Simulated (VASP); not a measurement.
# AlN (Fm-3m) in VASP: further runs

Runs on AlN. Level: PBE0. Tasks: single point.

All numbers are computed with VASP 6.6.1; they aren't measurements. Logs are shortened: lines on timing, memory, paths and dates and some standing lists are left out, and cuts for length are marked.

### 1 The cell of the first run

Symmetry: Fm-3m, No. 225, cubic system. Conventional cell: a = 4.069 Å, b = 4.069 Å, c = 4.069 Å, α = 90.00°, β = 90.00°, γ = 90.00°. Al (site symmetry m-3m) has 6 N at 2.03 Å within 2.7 Å. Within 2.7 Å of N (site symmetry m-3m) lie 6 Al at 2.03 Å.

### 2 Single point, PBE0

File POSCAR:

```
AlN
1.0
    0.0000000000      2.0345180000      2.0345180000
    2.0345180000      0.0000000000      2.0345180000
    2.0345180000      2.0345180000      0.0000000000
Al N
1 1
Direct
    0.5000000000      0.5000000000      0.5000000000
    0.0000000000      0.0000000000      0.0000000000
```

File INCAR.step1:

```
SYSTEM = AlN
PREC = Accurate
ENCUT = 520
EDIFF = 1E-5
ISMEAR = -1
SIGMA = 0.05
LREAL = .FALSE.
LASPH = .TRUE.
NELM = 80
ALGO = Normal
ISIF = 2
LWAVE = .TRUE.
LCHARG = .FALSE.
GGA = PE
NBANDS = 11
```

File INCAR.step2:

```
SYSTEM = AlN
PREC = Accurate
ENCUT = 520
EDIFF = 1E-6
ISMEAR = -1
SIGMA = 0.05
LREAL = .FALSE.
LASPH = .TRUE.
NELM = 80
ALGO = Normal
ISIF = 2
LWAVE = .FALSE.
LCHARG = .FALSE.
GGA = PE
LHFCALC = .TRUE.
AEXX = 0.25
PRECFOCK = Normal
ISTART = 1
NBANDS = 11
```

File KPOINTS:

```
Automatic mesh
0
G
  6 6 6
  0 0 0
```

Potentials or basis: VASP PAW PBE potentials, release 64 (Al, N).

On the command line:

```console
$ cat potpaw_PBE.64/Al/POTCAR potpaw_PBE.64/N/POTCAR > POTCAR
$ cp INCAR.step1 INCAR
$ mpirun -np 1 vasp_std > vasp.out
$ cp INCAR.step2 INCAR
$ mpirun -np 1 vasp_std > vasp.out
```

OUTCAR:

```text
SYSTEM = AlN
   PREC = Accurate
   ENCUT = 520
   EDIFF = 1E-6
   ISMEAR = -1
   LREAL = .FALSE.
   LASPH = .TRUE.
   NELM = 80
   ISIF = 2
   GGA = PE
   LHFCALC = .TRUE.
   AEXX = 0.25
   PRECFOCK = Normal
   ISTART = 1

 ion  position               nearest neighbor table
   1  0.500  0.500  0.500-   2 2.03   2 2.03   2 2.03   2 2.03   2 2.03   2 2.03
   2  0.000  0.000  0.000-   1 2.03   1 2.03   1 2.03   1 2.03   1 2.03   1 2.03

  LATTYP: Found a face centered cubic cell.
 ALAT       =     4.0690360000

  Lattice vectors:

 A1 = (   0.0000000000,   2.0345180000,   2.0345180000)
 A2 = (   2.0345180000,   0.0000000000,   2.0345180000)
 A3 = (   2.0345180000,   2.0345180000,   0.0000000000)

Analysis of symmetry for initial positions (statically):
=====================================================================
 Subroutine PRICEL returns:
 Original cell was already a primitive cell.

 Routine SETGRP: Setting up the symmetry group for a
 face centered cubic supercell.

 Subroutine GETGRP returns: Found 48 space group operations
 (whereof 48 operations were pure point group operations)
 out of a pool of 48 trial point group operations.

The static configuration has the point symmetry O_h .

Analysis of symmetry for dynamics (positions and initial velocities):
=====================================================================
 Subroutine PRICEL returns:
 Original cell was already a primitive cell.

 Routine SETGRP: Setting up the symmetry group for a
 face centered cubic supercell.

 Subroutine GETGRP returns: Found 48 space group operations
 (whereof 48 operations were pure point group operations)
 out of a pool of 48 trial point group operations.

The dynamic configuration has the point symmetry O_h .

 Subroutine INISYM returns: Found 48 space group operations
 (whereof 48 operations are pure point group operations),
 and found     1 'primitive' translations

----------------------------------------------------------------------------------------

                                     Primitive cell

  volume of cell :      16.8428

  direct lattice vectors                    reciprocal lattice vectors
     0.000000000  2.034518000  2.034518000    -0.245758455  0.245758455  0.245758455
     2.034518000  0.000000000  2.034518000     0.245758455 -0.245758455  0.245758455
     2.034518000  2.034518000  0.000000000     0.245758455  0.245758455 -0.245758455

  length of vectors
     2.877242948  2.877242948  2.877242948     0.425666130  0.425666130  0.425666130

[... 88 lines left out ...]
   IALGO  =     38    algorithm
   IMIX   =      1    mixing-type and parameters
     AMIX     =   0.40;   BMIX     =  1.00
     AMIX_MAG =   1.60;   BMIX_MAG =  1.00
  volume/ion in A,a.u.               =       8.42        56.83
  Fermi-wavevector in a.u.,A,eV,Ry     =   1.277321  2.413786 22.198561  1.631548
  Thomas-Fermi vector in A             =   2.409927
   LORBIT       =      0    0 simple, 1 ext, 2 COOP (PROOUT), +10 PAW based schemes
   GGA     = PE    functional components
   LHFCALC =     T    Hartree Fock is set to
   PRECFOCK=normal    Normal, Fast or Accurate (Low or Medium for compatibility)
   ENCUT4O =  -1.0   cutoff for four orbital integrals eV
   NKREDX  =     1    reduce k-point grid by
   NKREDY  =     1    reduce k-point grid by
   NKREDZ  =     1    reduce k-point grid by
   AEXX    =    0.2500 exact exchange contribution
   HFSCREEN=    0.0000 screening length (either q_TF or 0.3 A-1)
   HFSCREENC=   0.0000 screening length for correlation (either q_TF or 0.3 A-1)
   ENCUTFOCK=  -1.0 apply spherical cutoff to Coloumb kernel
   IVDW    =     0    specifies the selected vdW correction
   LEPSILON=     F    determine dielectric tensor
   LRPA    =     F    only Hartree local field effects (RPA)
 non-spin polarized calculation
  energy-cutoff  :      520.00
  volume of cell :       16.84
 maximum number of plane-waves:       464
 NGX is ok and might be reduce to    24
  NGX = 18; NGY = 18; NGZ = 18

 number of electron       7.9999999 magnetization

 Free energy of the ion-electron system (eV)
  ---------------------------------------------------
  ext. energy  EPLUGINS =         0.00000000
  ---------------------------------------------------
  free energy    TOTEN  =       -18.04797436 eV

  energy without entropy =      -18.04797436  energy(sigma->0) =      -18.04797436

 E-fermi :   9.5097     XC(G=0):  -9.5813

 val. band max:        8.4762959275   @ k =   0.0000   0.0000   0.0000
 cond. band min:      15.0220362730   @ k =   0.5000   0.5000   0.0000
 fundamental gap:      6.5457403454
 Fermi energy:         9.5096809445

 k-point     1 :       0.0000    0.0000    0.0000
  band No.  band energies     occupation
      1     -10.5979      2.00000
      2       8.4763      2.00000
      3       8.4763      2.00000
      4       8.4763      2.00000
      5      16.1438      0.00000
      6      22.9877      0.00000
      7      22.9877      0.00000
      8      22.9877      0.00000
      9      28.1024      0.00000
     10      28.8263      0.00000
     11      28.8263      0.00000
[... 197 lines left out ...]
 k-point    16 :      -0.3333    0.5000    0.1667
  band No.  band energies     occupation
      1      -6.0523      2.00000
      2       1.3907      2.00000
      3       3.6456      2.00000
      4       4.5795      2.00000
      5      17.5027      0.00000
      6      19.0255      0.00000
      7      23.6992      0.00000
      8      24.5678      0.00000
      9      29.2045      0.00000
     10      32.7593      0.00000
     11      36.1616      0.00000

------------------------ aborting loop because EDIFF is reached ----------------------------------------

  FORCE on cell =-STRESS in cart. coord.  units (eV):
  Direction    XX          YY          ZZ          XY          YZ          ZX
  --------------------------------------------------------------------------------------
  -------------------------------------------------------------------------------------
  Total       -0.7929203     -0.7929203     -0.7929203     -0.0000000     -0.0000000      0.0000000
  in kB      -75.4267715    -75.4267715    -75.4267715     -0.0000000     -0.0000000      0.0000000
  external PRESSURE =     -75.4267715 kB  Pullay stress =       0.0000000 kB

 VOLUME and BASIS-vectors are now :
 -----------------------------------------------------------------------------
  energy-cutoff  :      520.00
  volume of cell :       16.84
      direct lattice vectors                 reciprocal lattice vectors
     0.000000000  2.034518000  2.034518000    -0.245758455  0.245758455  0.245758455
     2.034518000  0.000000000  2.034518000     0.245758455 -0.245758455  0.245758455
     2.034518000  2.034518000  0.000000000     0.245758455  0.245758455 -0.245758455

 POSITION                                       TOTAL-FORCE (eV/Angst)
 -----------------------------------------------------------------------------------
      2.03452      2.03452      2.03452         0.000000      0.000000      0.000000
      0.00000      0.00000      0.00000        -0.000000     -0.000000      0.000000
 -----------------------------------------------------------------------------------
    total drift:                                0.000000      0.000000     -0.000000

  FREE ENERGIE OF THE ION-ELECTRON SYSTEM (eV)
  ---------------------------------------------------
  free  energy   TOTEN  =       -18.0479743595 eV

  energy  without entropy=      -18.0479743594  energy(sigma->0) =      -18.04797436
```

OUTCAR.step1:

```text
SYSTEM = AlN
   PREC = Accurate
   ENCUT = 520
   EDIFF = 1E-5
   ISMEAR = -1
   LREAL = .FALSE.
[... 435 lines left out ...]
      2.03452      2.03452      2.03452        -0.000000      0.000000     -0.000000
      0.00000      0.00000      0.00000         0.000000      0.000000      0.000000
 -----------------------------------------------------------------------------------
    total drift:                                0.000000     -0.000000     -0.000000

  FREE ENERGIE OF THE ION-ELECTRON SYSTEM (eV)
  ---------------------------------------------------
  free  energy   TOTEN  =       -14.5407087607 eV

  energy  without entropy=      -14.5407087606  energy(sigma->0) =      -14.54070876
```

OSZICAR.step1:

```text
N       E                     dE             d eps       ncg     rms          rms(c)
DAV:   1     0.790711888567E+01    0.79071E+01   -0.40449E+03   352   0.671E+02
DAV:   2    -0.155629084270E+02   -0.23470E+02   -0.22576E+02   454   0.125E+02
DAV:   3    -0.162706052879E+02   -0.70770E+00   -0.70667E+00   435   0.193E+01
DAV:   4    -0.162729743155E+02   -0.23690E-02   -0.23689E-02   394   0.123E+00
DAV:   5    -0.162729927334E+02   -0.18418E-04   -0.18417E-04   426   0.112E-01    0.753E+00
DAV:   6    -0.145594218920E+02    0.17136E+01   -0.75894E+00   391   0.145E+01    0.266E+00
DAV:   7    -0.145466450866E+02    0.12777E-01   -0.17749E-01   373   0.308E+00    0.176E+00
DAV:   8    -0.145410386455E+02    0.56064E-02   -0.16499E-02   385   0.111E+00    0.332E-01
DAV:   9    -0.145406520482E+02    0.38660E-03   -0.16826E-03   397   0.241E-01    0.148E-01
DAV:  10    -0.145407149640E+02   -0.62916E-04   -0.14676E-04   394   0.892E-02    0.417E-02
DAV:  11    -0.145407087607E+02    0.62033E-05   -0.19496E-05   211   0.249E-02
   1 F= -.14540709E+02 E0= -.14540709E+02  d E =-.836919E-10
```

Wall time 4.9 min (1 thread of Intel Xeon 6975P-C, shared host); peak memory 0.14 GiB.

What came out:

```
Free energy            : -18.0480 eV
Pressure               : -7.5 GPa
Band gap on the k mesh : 6.55 eV, indirect (least direct gap 7.67 eV)
```

Levels at points of the mesh, in eV from the valence-band top:
```
           k point  band 1  band 2  band 3  band 4  band 5  band 6  band 7  band 8  band 9
(0.00, 0.00, 0.00)  -19.07    0.00    0.00    0.00    7.67   14.51   14.51   14.51   19.63
(0.50, 0.00, 0.00)  -15.67   -8.91   -1.13   -1.13    8.16   13.21   13.21   16.01   18.57
(0.50, 0.50, 0.00)  -14.65   -7.91   -3.01   -3.01    6.55    7.40   16.78   19.96   19.96
```

Caveat: the k points lie up to 0.45 Å⁻¹ apart; the PAW data sets were made with another functional, which shifts forces and pressure a little. A k mesh can miss the band edges.

[end of part 1 of 2]
